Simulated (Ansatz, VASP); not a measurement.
## One calculation of Ge, two programs

```
CELL_PARAMETERS angstrom
0.00000 2.82891 2.82891
2.82891 0.00000 2.82891
2.82891 2.82891 0.00000
ATOMIC_POSITIONS crystal
Ge 0.00000 0.00000 0.00000
Ge 0.25000 0.25000 0.25000
```

Alike in both runs: task relaxation of cell and atoms; functional r2SCAN; k mesh 12 × 12 × 12; occupations gaussian, width 0.02 eV; no spin polarisation.

```csv
,VASP,Ansatz
version,VASP 6.6.1,Ansatz 0.2.0
potentials or method,"VASP PAW PBE potentials, release 64 (Ge_d), cutoff 600 eV","scalar-relativistic, plane waves, PAW"
valence electrons in the cell,28,28
```

```csv
,VASP,Ansatz,Ansatz less VASP
"gap on the k mesh at the Fermi level, each at its own relaxed structure (eV)",0.31,0.35,+0.048
relaxed volume (Å³/atom),22.87,22.85,-0.024
relaxed cell length with the largest relative difference (Å),4.014,4.013,-0.0014
```

VASP's potentials were made for PBE, not for r2SCAN.
